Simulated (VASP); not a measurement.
# Cu6O (Fm-3m) in VASP: further runs, part 2 of 2

VASP 6.6.1. The steps go on from the part before.

## (4) Single point, PBE

This run uses another cell than the first one, of 14.83 Å³/atom.

File INCAR:

```
SYSTEM = Cu6O
  ALGO = Normal
  EDIFF = 1E-7
  ENCUT = 520
  GGA = PE
  ISIF = 2
  ISMEAR = 0
  LASPH = .True.
  LCHARG = .False.
  LREAL = .False.
  LWAVE = .False.
  NBANDS = 45
  NELM = 100
  PREC = Accurate
  SIGMA = 0.1
```

File KPOINTS:

```
k-points
0
Gamma
  10 10 10
  0 0 0
```

File POSCAR:

```
Cu6O
1.0
    0.0000000000      3.7301524933      3.7301524933
    3.7301524933      0.0000000000      3.7301524933
    3.7301524933      3.7301524933      0.0000000000
Cu O
6 1
Direct
    0.7324298761      0.2675701239      0.2675701239
    0.2675701239      0.7324298761      0.7324298761
    0.2675701239      0.7324298761      0.2675701239
    0.7324298761      0.2675701239      0.7324298761
    0.2675701239      0.2675701239      0.7324298761
    0.7324298761      0.7324298761      0.2675701239
    0.0000000000      0.0000000000      0.0000000000
```

Potentials or basis: VASP PAW PBE potentials, release 64 (Cu, O).

Started as:

```sh
$ cat potpaw_PBE.64/Cu/POTCAR potpaw_PBE.64/O/POTCAR > POTCAR
$ mpirun -np 1 vasp_std > vasp.out
```

OUTCAR:

```text
SYSTEM = Cu6O
   EDIFF = 1E-7
   ENCUT = 520
   GGA = PE
   ISIF = 2
   ISMEAR = 0
   LASPH = .True.
   LREAL = .False.
   NELM = 100
   PREC = Accurate

 ion  position               nearest neighbor table
   1  0.732  0.268  0.268-   7 2.00   4 2.45   5 2.45   6 2.45   3 2.45
   2  0.268  0.732  0.732-   7 2.00   4 2.45   5 2.45   6 2.45   3 2.45
   3  0.268  0.732  0.268-   7 2.00   2 2.45   5 2.45   6 2.45   1 2.45
   4  0.732  0.268  0.732-   7 2.00   2 2.45   5 2.45   6 2.45   1 2.45
   5  0.268  0.268  0.732-   7 2.00   2 2.45   3 2.45   4 2.45   1 2.45
   6  0.732  0.732  0.268-   7 2.00   2 2.45   3 2.45   4 2.45   1 2.45
   7  0.000  0.000  0.000-   1 2.00   2 2.00   3 2.00   4 2.00   5 2.00   6 2.00

  LATTYP: Found a face centered cubic cell.
 ALAT       =     7.4603049866

  Lattice vectors:

 A1 = (   0.0000000000,   3.7301524933,   3.7301524933)
 A2 = (   3.7301524933,   0.0000000000,   3.7301524933)
 A3 = (   3.7301524933,   3.7301524933,   0.0000000000)

Analysis of symmetry for initial positions (statically):
=====================================================================
 Subroutine PRICEL returns:
[... 187 lines left out ...]

 k-point     1 :       0.0000    0.0000    0.0000
  band No.  band energies     occupation
      1     -15.7299      2.00000
      2      -2.5346      2.00000
      3      -2.5346      2.00000
      4      -2.5346      2.00000
      5      -1.8773      2.00000
      6       0.6368      2.00000
[... 1141 lines left out ...]
     44      12.4498      0.00000
     45      12.6165      0.00000

 [... further k-points ...]

------------------------ aborting loop because EDIFF is reached ----------------------------------------

  FORCE on cell =-STRESS in cart. coord.  units (eV):
  Direction    XX          YY          ZZ          XY          YZ          ZX
  --------------------------------------------------------------------------------------
  -------------------------------------------------------------------------------------
  Total        0.2844498      0.2844498      0.2844498      0.0000000      0.0000000     -0.0000000
  in kB        4.3904235      4.3904235      4.3904235      0.0000000      0.0000000     -0.0000000
  external PRESSURE =       4.3904235 kB  Pullay stress =       0.0000000 kB

 VOLUME and BASIS-vectors are now :
 -----------------------------------------------------------------------------
  energy-cutoff  :      520.00
  volume of cell :      103.80
      direct lattice vectors                 reciprocal lattice vectors
     0.000000000  3.730152493  3.730152493    -0.134042777  0.134042777  0.134042777
     3.730152493  0.000000000  3.730152493     0.134042777 -0.134042777  0.134042777
     3.730152493  3.730152493  0.000000000     0.134042777  0.134042777 -0.134042777

 POSITION                                       TOTAL-FORCE (eV/Angst)
 -----------------------------------------------------------------------------------
      1.99615      3.73015      3.73015         0.022056      0.000000      0.000000
      5.46415      3.73015      3.73015        -0.022056      0.000000      0.000000
      3.73015      1.99615      3.73015        -0.000000      0.022056      0.000000
      3.73015      5.46415      3.73015        -0.000000     -0.022056      0.000000
      3.73015      3.73015      1.99615        -0.000000      0.000000      0.022056
      3.73015      3.73015      5.46415        -0.000000      0.000000     -0.022056
      0.00000      0.00000      0.00000        -0.000000      0.000000      0.000000
 -----------------------------------------------------------------------------------
    total drift:                               -0.000000     -0.000000     -0.000000

  FREE ENERGIE OF THE ION-ELECTRON SYSTEM (eV)
  ---------------------------------------------------
  free  energy   TOTEN  =       -25.6888143573 eV

  energy  without entropy=      -25.6678213048  energy(sigma->0) =      -25.67831783
```

OSZICAR:

```text
N       E                     dE             d eps       ncg     rms          rms(c)
DAV:   1     0.655837116207E+03    0.65584E+03   -0.31500E+04  4238   0.256E+03
DAV:   2     0.701821337360E+02   -0.58565E+03   -0.56918E+03  4230   0.467E+02
DAV:   3    -0.237843566847E+02   -0.93966E+02   -0.88340E+02  5107   0.220E+02
DAV:   4    -0.309640679516E+02   -0.71797E+01   -0.69540E+01  6253   0.670E+01
DAV:   5    -0.310895399928E+02   -0.12547E+00   -0.12525E+00  5431   0.102E+01    0.180E+01
DAV:   6    -0.286020498262E+02    0.24875E+01   -0.56817E+01  5150   0.121E+02    0.116E+01
DAV:   7    -0.256649862821E+02    0.29371E+01   -0.12913E+01  5081   0.649E+01    0.199E+00
DAV:   8    -0.257308347204E+02   -0.65848E-01   -0.14228E+00  6099   0.757E+00    0.134E+00
DAV:   9    -0.256952547548E+02    0.35580E-01   -0.57562E-02  5669   0.240E+00    0.698E-01
DAV:  10    -0.256892959412E+02    0.59588E-02   -0.36492E-02  6376   0.242E+00    0.198E-01
DAV:  11    -0.256889543467E+02    0.34159E-03   -0.46284E-03  6271   0.538E-01    0.854E-02
DAV:  12    -0.256888147308E+02    0.13962E-03   -0.93010E-04  5546   0.379E-01    0.979E-03
DAV:  13    -0.256888146620E+02    0.68847E-07   -0.39494E-05  5706   0.698E-02    0.424E-03
DAV:  14    -0.256888145994E+02    0.62535E-07   -0.11016E-06  5432   0.940E-03    0.199E-03
DAV:  15    -0.256888143814E+02    0.21805E-06   -0.19934E-07  2724   0.637E-03    0.625E-04
DAV:  16    -0.256888143573E+02    0.24049E-07   -0.69889E-08  2620   0.267E-03
   1 F= -.25688814E+02 E0= -.25678318E+02  d E =-.209931E-01
```

stdout:

```text
POSCAR found type information on POSCAR CuO
 POSCAR found :  2 types and       7 ions
 scaLAPACK will be used
 LDA part: xc-table for (Slater+PW92), standard interpolation
 POSCAR, INCAR and KPOINTS ok, starting setup
 FFT: planning ... GRIDC
 FFT: planning ... GRID_SOFT
 FFT: planning ... GRID
 WAVECAR not read
 entering main loop
```

It took 5.6 min on 1 thread of Intel Xeon 8259CL, shared host; peak memory 0.34 GiB.

What came out:

| Item | Value |
| --- | --- |
| Free energy | -25.6888 eV |
| Pressure | 0.4 GPa |
| Largest force | 0.022 eV/Å |
| Band gap on the k mesh | zero (bands 36 and 37 overlap by 0.91 eV) |

Forces on the atoms (eV/Å):
```
Cu   0.022  0.000  0.000
Cu  -0.022  0.000  0.000
Cu   0.000  0.022  0.000
Cu   0.000 -0.022  0.000
Cu   0.000  0.000  0.022
Cu   0.000  0.000 -0.022
O    0.000  0.000  0.000
```

With open d or f shells a metallic result of PBE can be an artefact of self-interaction; +U or a hybrid may open a gap.

## (5) Relaxation of cell and atoms, PBE, collinear spin

File INCAR:

```
SYSTEM = Cu6O
ALGO = Normal
EDIFF = 1E-6
EDIFFG = -0.04
ENCUT = 600
GGA = PE
IBRION = 2
ISIF = 3
ISMEAR = 0
ISPIN = 2
LASPH = .True.
LCHARG = .False.
LMAXMIX = 4
LORBIT = 11
LREAL = .False.
LWAVE = .False.
MAGMOM = 1 1 1 1 1 1 0
NELM = 150
NSW = 90
PREC = Accurate
SIGMA = 0.1
```

File KPOINTS:

```
k-points
0
Gamma
  4 4 4
  0 0 0
```

File POSCAR:

```
Cu6O
1.0
    0.0000000000      3.6134865300      3.6134865300
    3.6134865300      0.0000000000      3.6134865300
    3.6134865300      3.6134865300      0.0000000000
Cu O
6 1
Direct
    0.7552105700      0.2447894300      0.2447894300
    0.2447894300      0.7552105700      0.7552105700
    0.2447894300      0.7552105700      0.2447894300
    0.7552105700      0.2447894300      0.7552105700
    0.2447894300      0.2447894300      0.7552105700
    0.7552105700      0.7552105700      0.2447894300
    0.0000000000      0.0000000000      0.0000000000
```

Started as:

```sh
$ cat potpaw_PBE.64/Cu/POTCAR potpaw_PBE.64/O/POTCAR > POTCAR
$ mpirun -np 1 vasp_std > vasp.out
```

Run time: 12 min. Hardware: 1 thread of Intel Xeon 8259CL, shared host; peak memory 0.35 GiB.

It converged, with:

```yaml
Free_energy: -25.7466 eV
Relaxed_volume: 14.92 Å³/atom
Relaxed_cell: a = 5.286 Å, b = 5.286 Å, c = 5.286 Å, α = 60.00°, β = 60.00°, γ = 60.00°
Space_group_after_relaxing_to_0.1_Å: Fm-3m (No. 225)
Energy_gained_by_relaxing: 381.4 meV/atom
Ionic_steps: 5
Pressure_after_relaxing: -0.1 GPa
Largest_force_after_relaxing: 0.007 eV/Å
Band_gap_on_the_k_mesh: zero (filled and empty bands overlap)
Net_moment: 0.00 μB per cell
Valence_electrons_inside_the_program's_atomic_spheres: Cu 9.92; O 4.97
```

Forces in eV/Å, atoms in the order of the input:
```
Cu  -0.007  0.000  0.000
Cu   0.007  0.000  0.000
Cu   0.000 -0.007  0.000
Cu   0.000  0.007  0.000
Cu   0.000  0.000 -0.007
Cu   0.000  0.000  0.007
O    0.000  0.000  0.000
```

Step by step:
```tsv
step	energy change (eV)	largest force (eV/Å)	pressure (GPa)	volume (Å³)
1	0.0000	5.0798	20.72	94.36
2	-1.9337	1.0047	-7.22	120.23
3	-2.6023	0.3275	-3.47	108.81
4	-2.6026	0.3778	-3.19	108.50
5	-2.6697	0.0067	-0.09	104.43
```

Final structure:
```
CELL_PARAMETERS angstrom
0.00000 3.73769 3.73769
3.73769 0.00000 3.73769
3.73769 3.73769 0.00000
ATOMIC_POSITIONS crystal
Cu 0.73232 0.26768 0.26768
Cu 0.26768 0.73232 0.73232
Cu 0.26768 0.73232 0.26768
Cu 0.73232 0.26768 0.73232
Cu 0.26768 0.26768 0.73232
Cu 0.73232 0.73232 0.26768
O 0.00000 0.00000 0.00000
```

Levels at points of the mesh, in eV from the Fermi level:
Spin up:
```tsv
k point	band 32	band 33	band 34	band 35	band 36	band 37	band 38	band 39	band 40	band 41
(0.00, 0.00, 0.00)	-1.71	-1.66	-1.66	-1.66	0.91	0.91	0.91	2.51	2.51	2.51
(0.50, 0.00, 0.00)	-1.75	-1.70	-1.51	-1.19	-1.19	1.14	1.14	2.41	3.33	3.33
(0.50, 0.50, 0.00)	-2.02	-1.66	-1.43	-1.43	0.15	0.24	1.07	1.07	1.45	7.51
```
Spin down:
| k point | band 33 | band 34 | band 35 | band 36 | band 37 | band 38 | band 39 | band 40 |
| --- | --- | --- | --- | --- | --- | --- | --- | --- |
| (0.00, 0.00, 0.00) | -1.66 | -1.66 | -1.66 | 0.91 | 0.91 | 0.91 | 2.51 | 2.51 |
| (0.50, 0.00, 0.00) | -1.70 | -1.51 | -1.19 | -1.19 | 1.14 | 1.14 | 2.41 | 3.33 |
| (0.50, 0.50, 0.00) | -1.66 | -1.43 | -1.43 | 0.15 | 0.24 | 1.07 | 1.07 | 1.45 |

Caveat: the k points lie up to 0.36 Å⁻¹ apart in the final cell, too coarse for converged energies and pressures of a metal. With open d or f shells a metallic result of PBE can be an artefact of self-interaction; +U or a hybrid may open a gap.

## (6) The runs side by side

```csv
task,spin,cell,k mesh,cutoff (eV),gap on the mesh (eV),pressure (GPa),moment (μB),largest force (eV/Å)
single point,collinear,"a = 5.110 Å, angles 60.0°, 7 atoms, atomic positions A",4 × 4 × 4,520,none,20.7,0.00,5.08
single point,collinear,"a = 5.271 Å, angles 60.0°, 7 atoms, atomic positions B",4 × 4 × 4,520,none,0.6,0.00,0.01
single point,off,"a = 5.275 Å, angles 60.0°, 7 atoms, atomic positions B",10 × 10 × 10,520,none,0.4,-,0.02
relaxation of cell and atoms,collinear,"relaxed from a = 5.110 Å, angles 60.0°, 7 atoms, atomic positions A",4 × 4 × 4,600,none,-0.1,0.00,0.01
```

Alike in all rows: level PBE; potentials or basis VASP PAW PBE potentials, release 64 (Cu, O); smearing gaussian 0.1 eV.

Caveats: some runs use coarse meshes; forces of over 1 eV/Å act on the atoms, so gaps and moduli don't describe the material at rest (at least some runs).

Total energies depend on the potentials used, so only differences within one code and one set of settings carry meaning.
